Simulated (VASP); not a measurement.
# LiGe2P3 (P-4m2) in VASP: further runs, part 2 of 2

VASP 6.6.1. Earlier steps stand in the parts before.

**3. Single point, PBE**

This run uses another cell than the first one, of 16.42 Å³/atom, 0.996 times its volume.

Contents of INCAR:

```
SYSTEM = LiGe2P3
  PREC = Accurate
  ENCUT = 520
  EDIFF = 1E-7
  ISMEAR = 0
  SIGMA = 0.1
  LREAL = .FALSE.
  LASPH = .TRUE.
  NELM = 100
  ALGO = Normal
  ISIF = 2
  LWAVE = .FALSE.
  LCHARG = .FALSE.
  GGA = PE
  NBANDS = 32
```

Contents of KPOINTS:

```
regular mesh
0
G
  6 6 2
  0 0 0
```

Contents of POSCAR:

```
LiGe2P3
1.0
    3.7437330095      0.0000000000      0.0000000000
    0.0000000000      3.7437330095      0.0000000000
    0.0000000000      0.0000000000      7.0294258112
Li Ge P
1 2 3
Direct
    0.0000000000      0.0000000000      0.0000000000
    0.0000000000      0.5000000000      0.6753213232
    0.5000000000      0.0000000000      0.3246786768
    0.0000000000      0.5000000000      0.3003273366
    0.5000000000      0.0000000000      0.6996726634
    0.5000000000      0.5000000000      0.0000000000
```

Potentials or basis: VASP PAW PBE potentials, release 64 (Li_sv, Ge_d, P).

Run with:

```bash
$ cat potpaw_PBE.64/Li_sv/POTCAR potpaw_PBE.64/Ge_d/POTCAR potpaw_PBE.64/P/POTCAR > POTCAR
$ mpirun -np 1 vasp_std > vasp.out
```

Wall time 29 s (1 thread of Intel Xeon 6975P-C (Granite Rapids), shared host); peak memory 0.21 GiB.

The run converged. Its results:

* Free energy: -26.2909 eV
* Largest force: 0.025 eV/Å
* Band gap on the k mesh: zero (band 23 reaches 8.08 eV, above the bottom of band 24 at 4.84 eV)

Forces in eV/Å, atoms in the order of the input:
```
Li   0.000  0.000  0.000
Ge   0.000  0.000  0.025
Ge   0.000  0.000 -0.025
P    0.000  0.000 -0.015
P    0.000  0.000  0.015
P    0.000  0.000  0.000
```

Levels at points of the mesh, in eV from the Fermi level:
```
           k point  band 21  band 22  band 23  band 24  band 25  band 26
(0.00, 0.00, 0.00)    -2.26    -2.26    -0.42    -0.42    -0.07     2.19
(0.50, 0.00, 0.00)    -1.20    -0.10     0.17     0.26     1.07     1.15
(0.50, 0.50, 0.00)    -4.92    -4.92     1.14     1.37     1.37     1.72
(0.00, 0.00, 0.50)    -3.27    -0.07     0.45     0.45     0.87     1.94
(0.50, 0.00, 0.50)    -1.11    -0.62     0.13     0.58     0.70     0.76
(0.50, 0.50, 0.50)    -2.92    -2.92    -2.10    -2.10    -0.76     2.76
```

Caveat: the k points lie up to 0.45 Å⁻¹ apart; the cutoff is under 1.25 times the usual one of these potentials, so pressure, stress and relaxed cells hold a basis-set (Pulay) error.

**4. Single point, PBE**

This run uses another cell than the first one, of 17.34 Å³/atom, 1.052 times its volume.

Contents of INCAR:

```
SYSTEM = LiGe2P3
ALGO     = Normal         ! electronic algorithm
EDIFF    = 1E-7           ! SCF threshold, eV
ENCUT    = 520            ! plane-wave cutoff, eV
GGA      = PE             ! functional
ISIF     = 2              ! what is computed and relaxed
ISMEAR   = 0              ! smearing method
LASPH    = .True.         ! aspherical terms in the spheres
LCHARG   = .False.        ! write CHGCAR
LREAL    = .False.        ! projectors in reciprocal space
LWAVE    = .False.        ! write WAVECAR
NBANDS   = 32             ! bands
NELM     = 80             ! most SCF steps
PREC     = Accurate       ! precision mode
SIGMA    = 0.1            ! smearing width, eV
```

Contents of KPOINTS:

```
k-points
0
Gamma
  6 6 2
  0 0 0
```

Contents of POSCAR:

```
LiGe2P3
1.0
    3.6146853487      0.0000000000      0.0000000000
    0.0000000000      3.6146853487      0.0000000000
    0.0000000000      0.0000000000      7.9634913851
Li Ge P
1 2 3
Direct
    0.0000000000      0.0000000000      0.0000000000
    0.0000000000      0.5000000000      0.7315000000
    0.5000000000      0.0000000000      0.2685000000
    0.0000000000      0.5000000000      0.3835000000
    0.5000000000      0.0000000000      0.6165000000
    0.5000000000      0.5000000000      0.0000000000
```

Run with:

```bash
$ cat potpaw_PBE.64/Li_sv/POTCAR potpaw_PBE.64/Ge_d/POTCAR potpaw_PBE.64/P/POTCAR > POTCAR
$ mpirun -np 1 vasp_std > vasp.out
```

Run time: 32 s. Hardware: 1 thread of Intel Xeon 6975P-C (Granite Rapids), shared host; peak memory 0.22 GiB.

It converged, with:

```yaml
Free_energy: -25.4278 eV
Largest_force: 0.589 eV/Å
Band_gap_on_the_k_mesh: zero (band 23 reaches 6.75 eV, above the bottom of band 24 at 4.43 eV)
```

Forces on the atoms (eV/Å):
```
Li   0.000  0.000  0.000
Ge   0.000  0.000 -0.589
Ge   0.000  0.000  0.589
P    0.000  0.000 -0.274
P    0.000  0.000  0.274
P    0.000  0.000  0.000
```

Levels at points of the mesh, in eV from the Fermi level:
```csv
k point,band 19,band 20,band 21,band 22,band 23,band 24,band 25,band 26,band 27,band 28
"(0.00, 0.00, 0.00)",-2.55,-1.68,-0.82,-0.82,-0.39,-0.39,1.46,2.98,3.39,4.42
"(0.50, 0.00, 0.00)",-1.87,-0.85,-0.52,-0.21,-0.14,0.45,1.33,2.13,2.56,2.69
"(0.50, 0.50, 0.00)",-4.66,-3.98,-3.98,-3.98,0.16,0.17,0.17,0.85,2.53,2.53
"(0.00, 0.00, 0.50)",-1.77,-1.65,-1.65,0.10,0.52,0.52,0.71,2.42,3.15,4.20
"(0.50, 0.00, 0.50)",-3.09,-0.16,-0.11,-0.10,0.50,1.04,1.16,2.01,2.98,3.10
"(0.50, 0.50, 0.50)",-4.01,-3.27,-3.10,-3.10,-1.57,-1.57,-1.51,1.28,2.81,4.55
```

Caveat: the k points lie up to 0.39 Å⁻¹ apart; the cutoff is under 1.25 times the usual one of these potentials, so pressure, stress and relaxed cells hold a basis-set (Pulay) error.

**5. Relaxation of cell and atoms, PBE**

This run uses another cell than the first one, of 16.42 Å³/atom, 0.996 times its volume.

Contents of INCAR:

```
PREC = Accurate
ENCUT = 600
EDIFF = 1E-6
ISMEAR = 0
SIGMA = 0.1
LREAL = False
LASPH = True
NELM = 100
ALGO = Normal
ISIF = 3
LWAVE = False
LCHARG = False
GGA = PE
IBRION = 2
NSW = 90
EDIFFG = -0.04
```

Contents of KPOINTS:

```
regular mesh
0
Gamma
  4 4 4
```

Contents of POSCAR:

```
LiGe2P3
1.0
    3.7437330095      0.0000000000      0.0000000000
    0.0000000000      3.7437330095      0.0000000000
    0.0000000000      0.0000000000      7.0294258112
Li Ge P
1 2 3
Direct
    0.0000000000      0.0000000000      0.0000000000
    0.0000000000      0.5000000000      0.6753213232
    0.5000000000      0.0000000000      0.3246786768
    0.0000000000      0.5000000000      0.3003273366
    0.5000000000      0.0000000000      0.6996726634
    0.5000000000      0.5000000000      0.0000000000
```

Run with:

```bash
$ cat potpaw_PBE.64/Li_sv/POTCAR potpaw_PBE.64/Ge_d/POTCAR potpaw_PBE.64/P/POTCAR > POTCAR
$ mpirun -np 1 vasp_std > vasp.out
```

Wall time 4.4 min (1 thread of Intel Xeon 6975P-C (Granite Rapids), shared host); peak memory 0.24 GiB.

The run converged. Its results:

```yaml
Free_energy: -26.1740 eV
Relaxed_volume: 16.54 Å³/atom
Relaxed_cell: a = 3.783 Å, b = 3.783 Å, c = 6.934 Å, α = 90.00°, β = 90.00°, γ = 90.00°
Space_group_after_relaxing_to_0.05_Å: P-4m2 (No. 115)
Energy_gained_by_relaxing: 5.2 meV/atom
Ionic_steps: 16
Pressure_after_relaxing: -0.2 GPa
Largest_force_after_relaxing: 0.040 eV/Å
Band_gap_on_the_k_mesh: zero (band 23 reaches 8.33 eV, above the bottom of band 24 at 4.99 eV)
```

Forces in eV/Å, atoms in the order of the input:
```
Li   0.000  0.000  0.000
Ge   0.000  0.000 -0.040
Ge   0.000  0.000  0.040
P    0.000  0.000  0.006
P    0.000  0.000 -0.006
P    0.000  0.000  0.000
```

Stress tensor (GPa, compression positive):
```
-0.33  0.00  0.00
 0.00 -0.33  0.00
 0.00  0.00 -0.07
```

The path:
```
step  energy change (eV)  largest force (eV/Å)  pressure (GPa)  volume (Å³)
   1              0.0000                0.1695            0.03        98.52
   2             -0.0077                0.1538           -0.03        98.56
   3             -0.0131                0.1332           -0.14        98.61
   4             -0.0134                0.1310           -0.15        98.62
   5             -0.0171                0.1080            0.09        98.33
   6             -0.0218                0.0604            0.52        97.72
   7             -0.0168                0.0637            1.52        96.50
   8             -0.0224                0.0610            0.84        97.41
   9             -0.0242                0.0653            0.69        97.63
  10             -0.0278                0.0782            0.35        98.26
  11             -0.0262                0.1011           -0.30        99.54
  12             -0.0287                0.0874            0.04        98.75
  13             -0.0294                0.0807            0.01        98.82
  14             -0.0309                0.0617           -0.10        99.03
  15             -0.0310                0.0126           -0.31        99.44
  16             -0.0314                0.0395           -0.25        99.24
```

Final structure:
```yaml
crystal:
  lattice:
    - [3.78304, 0.00000, 0.00000]
    - [0.00000, 3.78304, 0.00000]
    - [0.00000, 0.00000, 6.93441]
  atoms:
    - { symbol: Li, position: [0.00000, 0.00000, 0.00000] }
    - { symbol: Ge, position: [0.00000, 0.50000, 0.66448] }
    - { symbol: Ge, position: [0.50000, 0.00000, 0.33552] }
    - { symbol: P, position: [0.00000, 0.50000, 0.28333] }
    - { symbol: P, position: [0.50000, 0.00000, 0.71667] }
    - { symbol: P, position: [0.50000, 0.50000, 0.00000] }
```

Levels at points of the mesh, in eV from the Fermi level:
```
           k point  band 19  band 20  band 21  band 22  band 23  band 24  band 25  band 26  band 27
(0.00, 0.00, 0.00)    -2.72    -2.18    -2.18    -2.10    -0.34    -0.34    -0.05     2.19     2.49
(0.50, 0.00, 0.00)    -1.65    -1.25    -1.25     0.01     0.23     0.43     1.14     1.20     1.45
(0.50, 0.50, 0.00)    -4.96    -4.96    -4.87    -4.73     1.50     1.52     1.77     1.77     2.85
(0.00, 0.00, 0.50)    -3.48    -3.23    -3.23    -0.24     0.69     0.69     0.88     2.16     2.85
(0.50, 0.00, 0.50)    -2.67    -2.23    -1.15    -0.48    -0.12     0.52     0.78     0.85     1.89
(0.50, 0.50, 0.50)    -4.84    -3.12    -2.96    -2.96    -1.83    -1.83    -0.68     2.54     3.75
```

Caveat: the k points lie up to 0.42 Å⁻¹ apart in the final cell; the cutoff is under 1.25 times the usual one of these potentials, so pressure, stress and relaxed cells hold a basis-set (Pulay) error.

**6. The runs side by side**

```csv
task,cell,k mesh,cutoff (eV),gap on the mesh (eV),largest force (eV/Å)
single point,"a = 3.763, b = 3.763, c = 6.983 Å, 6 atoms",4 × 4 × 4,520,none,0.03
single point,"a = 3.744, b = 3.744, c = 7.029 Å, 6 atoms",6 × 6 × 2,520,none,0.02
single point,"a = 3.615, b = 3.615, c = 7.963 Å, 6 atoms",6 × 6 × 2,520,none,0.59
relaxation of cell and atoms,"relaxed from a = 3.744, b = 3.744, c = 7.029 Å, 6 atoms",4 × 4 × 4,600,none,0.04
```

Alike in all rows: level PBE; potentials or basis VASP PAW PBE potentials, release 64 (Li_sv, Ge_d, P); no spin polarisation; smearing gaussian 0.1 eV.

Caveats: all runs use coarse meshes; the cutoff is under 1.25 times the usual one of these potentials, so pressure, stress and relaxed cells hold a basis-set (Pulay) error.

Absolute energies hang on the potentials; compare differences alone.
